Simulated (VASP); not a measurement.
# Zn (R-3m) in VASP: single point with PBEsol

Aim: the single point of Zn with PBEsol.

All numbers are computed with VASP 6.6.1; they aren't measurements. Logs are shortened: lines on timing, memory, paths and dates and some standing lists are left out, and cuts for length are marked.

**1. The cell of the first run**

Symmetry: R-3m, No. 166, trigonal system. The conventional cell has a = 3.253 Å, b = 3.253 Å, c = 6.301 Å, α = 90.00°, β = 90.00°, γ = 120.00°. Within 3.7 Å of Zn (site symmetry -3m) lie 12 Zn at 2.82 to 3.25 Å.

**2. Single point, PBEsol (Hg replaced by Zn, lengths x 0.955, strained)**

File INCAR:

```
PREC = Accurate
ENCUT = 520
EDIFF = 1E-6
ISMEAR = 0
SIGMA = 0.1
LREAL = False
LASPH = True
NELM = 100
ALGO = Fast
ISIF = 2
LWAVE = False
LCHARG = False
GGA = PS
NBANDS = 12
```

File KPOINTS:

```
Automatic mesh
0
Gamma
  18 18 18
```

File POSCAR:

```
Zn
1.0
    1.6265605826      0.9390951903      2.1004250782
   -1.6265605826      0.9390951903      2.1004250782
    0.0000000000     -1.8781903804      2.1004250782
Zn
1
Direct
    0.0000000000      0.0000000000      0.0000000000
```

Potentials or basis: VASP PAW PBE potentials, release 64 (Zn).

Launch:

```sh
cat potpaw_PBE.64/Zn/POTCAR > POTCAR
mpirun -np 1 vasp_std > vasp.out
```

OUTCAR:

```text
PREC = Accurate
   ENCUT = 520
   EDIFF = 1E-6
   ISMEAR = 0
   LREAL = False
   LASPH = True
   NELM = 100
   ISIF = 2
   GGA = PS

 ion  position               nearest neighbor table
   1  0.000  0.000  0.000-

  LATTYP: Found a trigonal (rhomboedric) cell.
 ALAT       =     2.8176913625
 COS(alpha) =     0.3335253405

  Lattice vectors:

 A1 = (   1.6265605826,   0.9390951903,   2.1004250782)
 A2 = (  -1.6265605826,   0.9390951903,   2.1004250782)
 A3 = (   0.0000000000,  -1.8781903804,   2.1004250782)

Analysis of symmetry for initial positions (statically):
=====================================================================
 Subroutine PRICEL returns:
 Original cell was already a primitive cell.

 Routine SETGRP: Setting up the symmetry group for a
 trigonal (rhombohedral) supercell.

 Subroutine GETGRP returns: Found 12 space group operations
 (whereof 12 operations were pure point group operations)
 out of a pool of 12 trial point group operations.

The static configuration has the point symmetry D_3d.

Analysis of symmetry for dynamics (positions and initial velocities):
=====================================================================
 Subroutine PRICEL returns:
 Original cell was already a primitive cell.

 Routine SETGRP: Setting up the symmetry group for a
 trigonal (rhombohedral) supercell.

 Subroutine GETGRP returns: Found 12 space group operations
 (whereof 12 operations were pure point group operations)
 out of a pool of 12 trial point group operations.

The dynamic configuration has the point symmetry D_3d.

 Subroutine INISYM returns: Found 12 space group operations
 (whereof 12 operations are pure point group operations),
 and found     1 'primitive' translations

----------------------------------------------------------------------------------------

                                     Primitive cell

  volume of cell :      19.2503

  direct lattice vectors                    reciprocal lattice vectors
     1.626560583  0.939095190  2.100425078     0.307397096  0.177475796  0.158698035
    -1.626560583  0.939095190  2.100425078    -0.307397096  0.177475796  0.158698035
     0.000000000 -1.878190380  2.100425078     0.000000000 -0.354951593  0.158698035

  length of vectors
     2.817691363  2.817691363  2.817691362     0.388813194  0.388813194  0.388813194

  position of ions in fractional coordinates (direct lattice)
     0.000000000  0.000000000  0.000000000

  ion indices of the primitive-cell ions
   primitive index   ion index
                 1           1

----------------------------------------------------------------------------------------

 KPOINTS: Automatic mesh

Automatic generation of k-mesh.
 Grid dimensions read from file:
 generate k-points for:   18   18   18

 Generating k-lattice:

  Cartesian coordinates                     Fractional coordinates (reciprocal lattice)
     0.017077616  0.009859766  0.008816558     0.055555556 -0.000000000 -0.000000000
    -0.017077616  0.009859766  0.008816558    -0.000000000  0.055555556 -0.000000000
     0.000000000 -0.019719533  0.008816558     0.000000000  0.000000000  0.055555556

  Length of vectors
     0.021600733  0.021600733  0.021600733

  Shift w.r.t. Gamma in fractional coordinates (k-lattice)
     0.000000000  0.000000000  0.000000000

 Subroutine IBZKPT returns following result:
 ===========================================

 Found    580 irreducible k-points:

 Following reciprocal coordinates:
            Coordinates               Weight
  0.000000  0.000000  0.000000      1.000000
  0.055556  0.000000  0.000000      6.000000
  0.111111  0.000000  0.000000      6.000000
  0.166667 -0.000000  0.000000      6.000000
  0.222222  0.000000  0.000000      6.000000
  0.277778 -0.000000  0.000000      6.000000
[... 16 lines left out ...]
 -0.277778  0.055556  0.000000     12.000000
 -0.222222  0.055556 -0.000000     12.000000
 [... further k-points ...]
   k-points           NKPTS =    580   k-points in BZ     NKDIM =    580   number of bands    NBANDS=     12
   number of dos      NEDOS =    301   number of ions     NIONS =      1
   total plane-waves  NPLWV =  13824
   dimension x,y,z NGX =    24 NGY =   24 NGZ =   24
   dimension x,y,z NGXF=    48 NGYF=   48 NGZF=   48
   ions per type =               1
   NGX,Y,Z   is equivalent  to a cutoff of  14.16, 14.16, 14.16 a.u.
   NGXF,Y,Z  is equivalent  to a cutoff of  28.32, 28.32, 28.32 a.u.
 SYSTEM =  unknown system
   PREC   = accura    normal or accurate (medium, high low for compatibility)
   ISTART =      0    job   : 0-new  1-cont  2-samecut
   ICHARG =      2    charge: 1-file 2-atom 10-const
   ISPIN  =      1    spin polarized calculation?
   LNONCOLLINEAR =      F non collinear calculations
   LSORBIT =      F    spin-orbit coupling
   LASPH  =      T    aspherical Exc in radial PAW
   ENCUT  =  520.0 eV  38.22 Ry    6.18 a.u.   5.24  5.24  5.24*2*pi/ulx,y,z
   NELM   =    100;   NELMIN=  2; NELMDL= -5     # of ELM steps
   EDIFF  = 0.1E-05   stopping-criterion for ELM
   LREAL  =      F    real-space projection
   EDIFFG = 0.1E-04   stopping-criterion for IOM
   NSW    =      0    number of steps for IOM
   IBRION =     -1    ionic relax: 0-MD 1-quasi-New 2-CG
   NFREE  =      0    steps in history (QN), initial steepest desc. (CG)
   ISIF   =      2    stress and relaxation
   ISYM   =      2    0-nonsym 1-usesym 2-fastsym
   POTIM  = 0.5000    time-step for ionic-motion
   TEBEG  =    0.0;   TEEND  =   0.0 temperature during run
   PSTRESS=    0.0 pullay stress
   NELECT =      12.0000    total number of electrons
   NUPDOWN=      -1.0000    fix difference up-down
   EMIN   =  10.00;   EMAX   =-10.00  energy-range for DOS
   EFERMI =   0.00;   METHOD = LEGACY
   ISMEAR =     0;   SIGMA  =   0.10  broadening in eV -4-tet -1-fermi 0-gaus
   EFERMI_NEDOS =   21; number of points for ismear=-14 and -15
   IALGO  =     68    algorithm
   IMIX   =      4    mixing-type and parameters
     AMIX     =   0.40;   BMIX     =  1.00
     AMIX_MAG =   1.60;   BMIX_MAG =  1.00
  volume/ion in A,a.u.               =      19.25       129.91
  Fermi-wavevector in a.u.,A,eV,Ry     =   1.398479  2.642741 26.609489  1.955742
  Thomas-Fermi vector in A             =   2.521633
   LORBIT       =      0    0 simple, 1 ext, 2 COOP (PROOUT), +10 PAW based schemes
   GGA     = PS    functional components
   LHFCALC =     F    Hartree Fock is set to
   AEXX    =    0.0000 exact exchange contribution
   IVDW    =     0    specifies the selected vdW correction
   LEPSILON=     F    determine dielectric tensor
   LRPA    =     F    only Hartree local field effects (RPA)
 non-spin polarized calculation
 RMM-DIIS sequential band-by-band and
 Gauss-broadening in eV      SIGMA  =   0.10
  energy-cutoff  :      520.00
  volume of cell :       19.25
 maximum number of plane-waves:       534
 NGX is ok and might be reduce to    24
   NGX = 11   NGY = 11   NGZ = 11

 number of electron      11.9999986 magnetization

 Free energy of the ion-electron system (eV)
  ---------------------------------------------------
  ext. energy  EPLUGINS =         0.00000000
  ---------------------------------------------------
  free energy    TOTEN  =        -1.31677060 eV

  energy without entropy =       -1.31478500  energy(sigma->0) =       -1.31577780

 E-fermi :   1.2898     XC(G=0): -10.5023

 val. band max:        1.2803596929   @ k =  -0.3889   0.0556   0.0556
 cond. band min:       1.2986426972   @ k =  -0.3889   0.3889   0.1111
 fundamental gap:      0.0182830043
 Fermi energy:         1.2898173204

 k-point     1 :       0.0000    0.0000    0.0000
  band No.  band energies     occupation
      1      -7.2565      2.00000
      2      -5.9379      2.00000
      3      -5.9379      2.00000
      4      -5.4448      2.00000
      5      -5.3968      2.00000
      6      -5.3968      2.00000
      7      14.4637      0.00000
      8      14.4637      0.00000
      9      15.5783      0.00000
     10      17.6237      0.00000
     11      17.6237      0.00000
     12      19.8194      0.00000

 k-point     2 :       0.0556    0.0000    0.0000
  band No.  band energies     occupation
      1      -7.1859      2.00000
      2      -5.9357      2.00000
      3      -5.9307      2.00000
      4      -5.4439      2.00000
      5      -5.4000      2.00000
      6      -5.3978      2.00000
      7      13.4376      0.00000
      8      14.4087      0.00000
      9      15.2589      0.00000
     10      17.8056      0.00000
     11      18.6436      0.00000
     12      20.3353      0.00000

 k-point     3 :       0.1111    0.0000    0.0000
  band No.  band energies     occupation
      1      -6.9797      2.00000
      2      -5.9300      2.00000
      3      -5.9053      2.00000
      4      -5.4401      2.00000
      5      -5.4085      2.00000
      6      -5.4001      2.00000
      7      11.4319      0.00000
      8      14.2844      0.00000
      9      15.1251      0.00000
     10      18.3054      0.00000
     11      19.5364      0.00000
     12      22.0411      0.00000
[... 286 lines left out ...]
 k-point    23 :      -0.2778    0.0556    0.0000
  band No.  band energies     occupation
      1      -6.1633      2.00000
      2      -5.9165      2.00000
      3      -5.4563      2.00000
      4      -5.4374      2.00000
      5      -5.3936      2.00000
      6      -4.8232      2.00000
      7       5.0326      0.00000
      8      12.4541      0.00000
      9      15.2518      0.00000
     10      19.6192      0.00000
     11      21.0661      0.00000
     12      21.3808      0.00000

 k-point    24 :      -0.2222    0.0556   -0.0000
  band No.  band energies     occupation
      1      -6.2571      2.00000
      2      -5.9155      2.00000
      3      -5.6167      2.00000
      4      -5.4368      2.00000
      5      -5.4232      2.00000
      6      -5.2656      2.00000
      7       6.9160      0.00000
      8      12.4256      0.00000
      9      15.2719      0.00000
     10      20.0398      0.00000
     11      20.7025      0.00000
     12      21.8528      0.00000

 [... further k-points ...]

------------------------ aborting loop because EDIFF is reached ----------------------------------------

  FORCE on cell =-STRESS in cart. coord.  units (eV):
  Direction    XX          YY          ZZ          XY          YZ          ZX
  --------------------------------------------------------------------------------------
  -------------------------------------------------------------------------------------
  Total       -1.3113511     -1.3113511     -1.0679248      0.0000000     -0.0000000      0.0000000
  in kB     -109.1418376   -109.1418376    -88.8818202      0.0000000     -0.0000000      0.0000000
  external PRESSURE =    -102.3884985 kB  Pullay stress =       0.0000000 kB

 VOLUME and BASIS-vectors are now :
 -----------------------------------------------------------------------------
  energy-cutoff  :      520.00
  volume of cell :       19.25
      direct lattice vectors                 reciprocal lattice vectors
     1.626560583  0.939095190  2.100425078     0.307397096  0.177475796  0.158698035
    -1.626560583  0.939095190  2.100425078    -0.307397096  0.177475796  0.158698035
     0.000000000 -1.878190380  2.100425078     0.000000000 -0.354951593  0.158698035

 POSITION                                       TOTAL-FORCE (eV/Angst)
 -----------------------------------------------------------------------------------
      0.00000      0.00000      0.00000         0.000000     -0.000000      0.000000
 -----------------------------------------------------------------------------------
    total drift:                                0.000000      0.000000      0.000000

  FREE ENERGIE OF THE ION-ELECTRON SYSTEM (eV)
  ---------------------------------------------------
  free  energy   TOTEN  =        -1.3167705972 eV

  energy  without entropy=       -1.3147850008  energy(sigma->0) =       -1.31577780
```

Run time: 69 s. Hardware: 1 thread of AMD EPYC 9R14 (Zen 4), shared host; peak memory 0.21 GiB.

Results:

```
Free energy            : -1.3168 eV
Pressure               : -10.2 GPa
Band gap on the k mesh : zero (bands 6 and 7 overlap by 3.96 eV)
```

Caveat: the cell differs from its parent crystal (Hg replaced by Zn, lengths x 0.955, strained); the cell stands under tension; the PAW data sets were made with another functional, which shifts forces and pressure a little.
